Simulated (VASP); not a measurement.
# CsSi2Sb3 (Cmmm) in VASP: single point with r2SCAN+rVV10

Aim: the single point of CsSi2Sb3 with r2SCAN+rVV10.

Program: VASP 6.6.1. These are calculated values, not measurements. Logs are shortened: lines on timing, memory, paths and dates and some standing lists are left out, and cuts for length are marked.

## 1. The cell of the first run

It takes space group Cmmm (No. 65, orthorhombic). Conventional cell: a = 7.311 Å, b = 12.516 Å, c = 3.899 Å, α = 90.00°, β = 90.00°, γ = 90.00°. Cs (site symmetry mmm) has 10 Sb at 3.87 to 4.36 Å and 2 Cs at 3.90 Å and 8 Si at 4.12 Å within 5.1 Å. Si (site symmetry 2/m) has 6 Sb at 2.77 to 3.62 Å and 2 Si at 3.66 Å within 3.7 Å. Within 3.7 Å of Sb (site symmetry m2m) lie 4 Si at 2.77 Å and 2 Sb at 3.08 Å. Sb (site symmetry mmm) has 6 Sb at 3.08 to 3.90 Å and 4 Si at 3.62 Å and 4 Cs at 4.14 Å within 4.2 Å.

## 2. Single point, r2SCAN+rVV10

File POSCAR:

```
CsSi2Sb3
1.0
    3.6557303836     -6.2582012306      0.0000000000
    3.6557303836      6.2582012306      0.0000000000
    0.0000000000      0.0000000000      3.8994269010
Cs Si Sb
1 2 3
Direct
    0.0000000000      0.0000000000      0.0000000000
    0.5000000000      0.0000000000      0.5000000000
    0.0000000000      0.5000000000      0.5000000000
    0.6905522059      0.3094477941      0.0000000000
    0.3094477941      0.6905522059      0.0000000000
    0.5000000000      0.5000000000      0.5000000000
```

File INCAR.step1:

```
SYSTEM = CsSi2Sb3
PREC = Accurate ; ENCUT = 520
ISMEAR = -1 ; SIGMA = 0.03
LREAL = .FALSE. ; LASPH = .TRUE.
NELM = 100 ; NBANDS = 25
GGA = PE ; ALGO = Normal
EDIFF = 1E-4 ; LWAVE = .TRUE.
LCHARG = .FALSE.
```

File INCAR.step2:

```
SYSTEM = CsSi2Sb3
PREC = Accurate ; ENCUT = 520
EDIFF = 1E-6 ; ISMEAR = -1
SIGMA = 0.03 ; LREAL = .FALSE.
LASPH = .TRUE. ; NELM = 100
ALGO = Normal ; ISIF = 2
LWAVE = .FALSE. ; LCHARG = .FALSE.
METAGGA = R2SCAN ; LMIXTAU = .TRUE.
LUSE_VDW = .TRUE. ; IVDW_NL = 2
BPARAM = 11.95 ; CPARAM = 0.0093
NBANDS = 25 ; ISTART = 1
```

File KPOINTS:

```
Automatic mesh
0
G
  4 4 6
  0 0 0
```

Potentials or basis: VASP PAW PBE potentials, release 64 (Cs_sv, Si, Sb).

Command:

```bash
cat potpaw_PBE.64/Cs_sv/POTCAR potpaw_PBE.64/Si/POTCAR potpaw_PBE.64/Sb/POTCAR > POTCAR
cp INCAR.step1 INCAR
mpirun -np 1 vasp_std > vasp.out
cp INCAR.step2 INCAR
mpirun -np 1 vasp_std > vasp.out
```

OUTCAR:

```text
SYSTEM = CsSi2Sb3
   PREC = Accurate
   ENCUT = 520
   EDIFF = 1E-6
   ISMEAR = -1
   LREAL = .FALSE.
   LASPH = .TRUE.
   NELM = 100
   ISIF = 2
   METAGGA = R2SCAN
   IVDW_NL = 2
   BPARAM = 11.95
   ISTART = 1

 ion  position               nearest neighbor table
   1  0.000  0.000  0.000-
   2  0.500  0.000  0.500-   4 2.77   5 2.77   4 2.77   5 2.77
   3  0.000  0.500  0.500-   4 2.77   5 2.77   4 2.77   5 2.77
   4  0.691  0.309  0.000-   2 2.77   3 2.77   2 2.77   3 2.77   6 3.08   6 3.08
   5  0.309  0.691  0.000-   2 2.77   3 2.77   2 2.77   3 2.77   6 3.08   6 3.08
   6  0.500  0.500  0.500-   4 3.08   5 3.08   4 3.08   5 3.08

  LATTYP: Found a base centered orthorhombic cell.
 ALAT       =     7.3114607672
 B/A-ratio  =     1.7118880699
 C/A-ratio  =     0.5333307564

  Lattice vectors:

 A1 = (   3.6557303836,  -6.2582012306,   0.0000000000)
 A2 = (   3.6557303836,   6.2582012306,   0.0000000000)
 A3 = (   0.0000000000,   0.0000000000,   3.8994269010)

Analysis of symmetry for initial positions (statically):
=====================================================================
 Subroutine PRICEL returns:
 Original cell was already a primitive cell.

 Routine SETGRP: Setting up the symmetry group for a
 base centered orthorhombic supercell.

 Subroutine GETGRP returns: Found  8 space group operations
 (whereof  8 operations were pure point group operations)
 out of a pool of  8 trial point group operations.

The static configuration has the point symmetry D_2h.

Analysis of symmetry for dynamics (positions and initial velocities):
=====================================================================
 Subroutine PRICEL returns:
 Original cell was already a primitive cell.

 Routine SETGRP: Setting up the symmetry group for a
 base centered orthorhombic supercell.

 Subroutine GETGRP returns: Found  8 space group operations
 (whereof  8 operations were pure point group operations)
 out of a pool of  8 trial point group operations.

The dynamic configuration has the point symmetry D_2h.

 Subroutine INISYM returns: Found  8 space group operations
 (whereof  8 operations are pure point group operations),
 and found     1 'primitive' translations

----------------------------------------------------------------------------------------

                                     Primitive cell

  volume of cell :     178.4245

  direct lattice vectors                    reciprocal lattice vectors
     3.655730384 -6.258201231  0.000000000     0.136771574 -0.079895162  0.000000000
     3.655730384  6.258201231  0.000000000     0.136771574  0.079895162  0.000000000
     0.000000000  0.000000000  3.899426901     0.000000000  0.000000000  0.256447941

  length of vectors
     7.247720144  7.247720144  3.899426901     0.158397287  0.158397287  0.256447941

  position of ions in fractional coordinates (direct lattice)
     0.000000000  0.000000000  0.000000000
     0.500000000  1.000000000  0.500000000
     1.000000000  0.500000000  0.500000000
     0.690552206  0.309447794  0.000000000
     0.309447794  0.690552206  0.000000000
     0.500000000  0.500000000  0.500000000

  ion indices of the primitive-cell ions
   primitive index   ion index
                 1           1
                 2           2
                 3           3
                 4           4
                 5           5
                 6           6

----------------------------------------------------------------------------------------

 KPOINTS: Automatic mesh

Automatic generation of k-mesh.
 Grid dimensions read from file:
 generate k-points for:    4    4    6

 Generating k-lattice:

  Cartesian coordinates                     Fractional coordinates (reciprocal lattice)
     0.034192894 -0.019973790  0.000000000     0.250000000 -0.000000000  0.000000000
     0.034192894  0.019973790  0.000000000    -0.000000000  0.250000000  0.000000000
     0.000000000  0.000000000  0.042741324     0.000000000  0.000000000  0.166666667

  Length of vectors
     0.039599322  0.039599322  0.042741324

  Shift w.r.t. Gamma in fractional coordinates (k-lattice)
     0.000000000  0.000000000  0.000000000

 Subroutine IBZKPT returns following result:
 ===========================================

 Found     28 irreducible k-points:

 Following reciprocal coordinates:
            Coordinates               Weight
  0.000000  0.000000  0.000000      1.000000
  0.250000 -0.000000  0.000000      4.000000
  0.500000 -0.000000  0.000000      2.000000
  0.250000  0.250000  0.000000      2.000000
  0.500000  0.250000  0.000000      4.000000
 -0.250000  0.250000  0.000000      2.000000
[... 16 lines left out ...]
  0.250000 -0.000000  0.500000      4.000000
  0.500000 -0.000000  0.500000      2.000000
 [... further k-points ...]
   k-points           NKPTS =     28   k-points in BZ     NKDIM =     28   number of bands    NBANDS=     25
   number of dos      NEDOS =    301   number of ions     NIONS =      6
   total plane-waves  NPLWV =  87480
   dimension x,y,z NGX =    54 NGY =   54 NGZ =   30
   dimension x,y,z NGXF=   108 NGYF=  108 NGZF=   60
   ions per type =               1   2   3
   NGX,Y,Z   is equivalent  to a cutoff of  12.39, 12.39, 12.79 a.u.
   NGXF,Y,Z  is equivalent  to a cutoff of  24.77, 24.77, 25.58 a.u.
 SYSTEM =  CsSi2Sb3
   PREC   = accura    normal or accurate (medium, high low for compatibility)
   ISTART =      1    job   : 0-new  1-cont  2-samecut
   ICHARG =      0    charge: 1-file 2-atom 10-const
   ISPIN  =      1    spin polarized calculation?
   LNONCOLLINEAR =      F non collinear calculations
   LSORBIT =      F    spin-orbit coupling
   LASPH  =      T    aspherical Exc in radial PAW
   ENCUT  =  520.0 eV  38.22 Ry    6.18 a.u.  13.48 13.48  7.25*2*pi/ulx,y,z
   NELM   =    100;   NELMIN=  2; NELMDL=  0     # of ELM steps
   EDIFF  = 0.1E-05   stopping-criterion for ELM
   LREAL  =      F    real-space projection
   EDIFFG = 0.1E-04   stopping-criterion for IOM
   NSW    =      0    number of steps for IOM
   IBRION =     -1    ionic relax: 0-MD 1-quasi-New 2-CG
   NFREE  =      0    steps in history (QN), initial steepest desc. (CG)
   ISIF   =      2    stress and relaxation
   ISYM   =      2    0-nonsym 1-usesym 2-fastsym
   POTIM  = 0.5000    time-step for ionic-motion
   TEBEG  =    0.0;   TEEND  =   0.0 temperature during run
   PSTRESS=    0.0 pullay stress
   NELECT =      32.0000    total number of electrons
   NUPDOWN=      -1.0000    fix difference up-down
   EMIN   =  10.00;   EMAX   =-10.00  energy-range for DOS
   EFERMI =   0.00;   METHOD = LEGACY
   ISMEAR =    -1;   SIGMA  =   0.03  broadening in eV -4-tet -1-fermi 0-gaus
   EFERMI_NEDOS =   21; number of points for ismear=-14 and -15
   IALGO  =     38    algorithm
   IMIX   =      4    mixing-type and parameters
     AMIX     =   0.40;   BMIX     =  1.00
     AMIX_MAG =   1.60;   BMIX_MAG =  1.00
  volume/ion in A,a.u.               =      29.74       200.68
  Fermi-wavevector in a.u.,A,eV,Ry     =   0.923223  1.744639 11.596802  0.852341
  Thomas-Fermi vector in A             =   2.048836
   LORBIT       =      0    0 simple, 1 ext, 2 COOP (PROOUT), +10 PAW based schemes
   METAGGA = R2SCAN    functional components
   LHFCALC =     F    Hartree Fock is set to
   AEXX    =    0.0000 exact exchange contribution
   IVDW_NL    =     2    kernel type
   BPARAM     =11.9500
   IVDW    =     0    specifies the selected vdW correction
   LEPSILON=     F    determine dielectric tensor
   LRPA    =     F    only Hartree local field effects (RPA)
 non-spin polarized calculation
  energy-cutoff  :      520.00
  volume of cell :      178.42
 maximum number of plane-waves:      4837
 NGX is ok and might be reduce to    54
   NGX = 27   NGY = 27   NGZ = 15

 number of electron      31.9999998 magnetization

 Free energy of the ion-electron system (eV)
  ---------------------------------------------------
  ext. energy  EPLUGINS =         0.00000000
  ---------------------------------------------------
  free energy    TOTEN  =      -116.97644460 eV

  energy without entropy =     -116.96939420  energy(sigma->0) =     -116.97291940

 E-fermi :   5.4339     XC(G=0):  -9.6802

 val. band max:        5.4254429604   @ k =   0.2500  -0.0000   0.1667
 cond. band min:       5.4389808692   @ k =   0.0000   0.0000   0.3333
 fundamental gap:      0.0135379088
 Fermi energy:         5.4339059095

 k-point     1 :       0.0000    0.0000    0.0000
  band No.  band energies     occupation
      1     -17.5667      2.00000
      2      -7.2775      2.00000
      3      -5.1343      2.00000
      4      -4.1501      2.00000
      5      -4.1118      2.00000
      6      -3.8487      2.00000
[... 17 lines left out ...]
     24       9.6502      0.00000
     25      10.3205      0.00000

 k-point     2 :       0.2500   -0.0000    0.0000
  band No.  band energies     occupation
      1     -17.5664      2.00000
      2      -7.1421      2.00000
      3      -5.7061      2.00000
      4      -4.3503      2.00000
      5      -4.0443      2.00000
      6      -3.5108      2.00000
[... 17 lines left out ...]
     24       9.9550      0.00000
     25      10.1221      0.00000

 k-point     3 :       0.5000   -0.0000    0.0000
  band No.  band energies     occupation
      1     -17.5662      2.00000
      2      -6.8990      2.00000
      3      -6.2411      2.00000
      4      -4.4558      2.00000
      5      -3.9410      2.00000
      6      -3.4901      2.00000
[... 17 lines left out ...]
     24       9.7758      0.00000
     25      10.0876      0.00000

 k-point     4 :       0.2500    0.2500    0.0000
  band No.  band energies     occupation
      1     -17.5662      2.00000
      2      -6.8743      2.00000
      3      -6.3024      2.00000
      4      -4.1724      2.00000
      5      -4.0516      2.00000
      6      -3.5561      2.00000
[... 17 lines left out ...]
     24       9.8561      0.00000
     25       9.9609      0.00000

 k-point     5 :       0.5000    0.2500    0.0000
  band No.  band energies     occupation
      1     -17.5661      2.00000
      2      -6.9008      2.00000
      3      -6.2784      2.00000
      4      -4.1371      2.00000
      5      -4.0425      2.00000
      6      -3.4901      2.00000
[... 17 lines left out ...]
     24       9.6799      0.00000
     25      10.6296      0.00000

 k-point     6 :      -0.2500    0.2500    0.0000
  band No.  band energies     occupation
      1     -17.5664      2.00000
      2      -7.1538      2.00000
      3      -5.7072      2.00000
      4      -4.1858      2.00000
      5      -4.1761      2.00000
      6      -3.4912      2.00000
[... 17 lines left out ...]
     24       9.5259      0.00000
     25      10.5716      0.00000
[... 393 lines left out ...]
 k-point    21 :       0.5000    0.5000    0.3333
  band No.  band energies     occupation
      1     -17.4667      2.00000
      2      -5.8418      2.00000
      3      -5.1818      2.00000
      4      -4.4594      2.00000
      5      -3.9777      2.00000
      6      -3.8070      2.00000
[... 17 lines left out ...]
     24      10.3392      0.00000
     25      10.4143      0.00000

 k-point    22 :       0.0000    0.0000    0.5000
  band No.  band energies     occupation
      1     -17.4329      2.00000
      2      -5.0138      2.00000
      3      -4.9648      2.00000
      4      -4.2155      2.00000
      5      -4.0097      2.00000
      6      -3.8741      2.00000
[... 17 lines left out ...]
     24      11.1534      0.00000
     25      11.2663      0.00000

 k-point    23 :       0.2500   -0.0000    0.5000
  band No.  band energies     occupation
      1     -17.4327      2.00000
      2      -4.9065      2.00000
      3      -4.8846      2.00000
      4      -4.2260      2.00000
      5      -4.0692      2.00000
      6      -3.8787      2.00000
[... 17 lines left out ...]
     24      10.1987      0.00000
     25      10.8653      0.00000

 k-point    24 :       0.5000   -0.0000    0.5000
  band No.  band energies     occupation
      1     -17.4326      2.00000
      2      -4.7744      2.00000
      3      -4.7383      2.00000
      4      -4.2721      2.00000
      5      -4.2333      2.00000
      6      -3.9268      2.00000
[... 17 lines left out ...]
     24      10.5585      0.00000
     25      10.5606      0.00000

 [... further k-points ...]

------------------------ aborting loop because EDIFF is reached ----------------------------------------

  FORCE on cell =-STRESS in cart. coord.  units (eV):
  Direction    XX          YY          ZZ          XY          YZ          ZX
  --------------------------------------------------------------------------------------
  -------------------------------------------------------------------------------------
  Total        0.2875213      0.2201422      0.2749393     -0.0000000      0.0000000      0.0000000
  in kB        2.5818213      1.9767850      2.4688402     -0.0000000      0.0000000      0.0000000
  external PRESSURE =       2.3424821 kB  Pullay stress =       0.0000000 kB

 VOLUME and BASIS-vectors are now :
 -----------------------------------------------------------------------------
  energy-cutoff  :      520.00
  volume of cell :      178.42
      direct lattice vectors                 reciprocal lattice vectors
     3.655730384 -6.258201231  0.000000000     0.136771574 -0.079895162  0.000000000
     3.655730384  6.258201231  0.000000000     0.136771574  0.079895162  0.000000000
     0.000000000  0.000000000  3.899426901     0.000000000  0.000000000  0.256447941

 POSITION                                       TOTAL-FORCE (eV/Angst)
 -----------------------------------------------------------------------------------
      0.00000      0.00000      0.00000        -0.000000      0.000000      0.000000
      1.82787     -3.12910      1.94971        -0.000000      0.000000      0.000000
      1.82787      3.12910      1.94971         0.000000     -0.000000      0.000000
      3.65573     -2.38503      0.00000        -0.000000     -0.002997      0.000000
      3.65573      2.38503      0.00000        -0.000000      0.002997      0.000000
      3.65573      0.00000      1.94971        -0.000000      0.000000      0.000000
 -----------------------------------------------------------------------------------
    total drift:                                0.000000     -0.000000      0.000000

  FREE ENERGIE OF THE ION-ELECTRON SYSTEM (eV)
  ---------------------------------------------------
  free  energy   TOTEN  =      -116.9764446040 eV

  energy  without entropy=     -116.9693941955  energy(sigma->0) =     -116.97291940
```

Wall time 8.2 min (1 thread of AMD EPYC 7R43 (Zen 3), shared host); peak memory 0.66 GiB.

What came out:

```yaml
Free_energy: -116.9764 eV
Pressure: 0.2 GPa
Band_gap_on_the_k_mesh: zero (bands 16 and 17 overlap by 1.79 eV)
```

Forces in eV/Å, atoms in the order of the input:
```
Cs   0.000  0.000  0.000
Si   0.000  0.000  0.000
Si   0.000  0.000  0.000
Sb   0.000 -0.003  0.000
Sb   0.000  0.003  0.000
Sb   0.000  0.000  0.000
```

Levels at points of the mesh, in eV from the Fermi level:
```
           k point  band 14  band 15  band 16  band 17  band 18  band 19
(0.00, 0.00, 0.00)    -0.17     0.70     0.99     1.06     1.10     1.36
(0.50, 0.00, 0.00)    -1.40    -0.60     0.05     0.88     1.03     2.11
(0.50, 0.50, 0.00)    -1.23    -1.22     0.21     0.93     0.96     2.24
(0.00, 0.00, 0.50)    -2.04    -1.27    -0.47     1.65     1.86     1.95
(0.50, 0.00, 0.50)    -2.35    -0.99    -0.82    -0.66    -0.42     2.17
(0.50, 0.50, 0.50)    -1.70    -0.85    -0.39    -0.37    -0.17     1.46
```

Caveat: the PAW data sets were made with another functional, which shifts forces and pressure a little; spin-orbit coupling is left out, which moves the levels of the heavy elements.
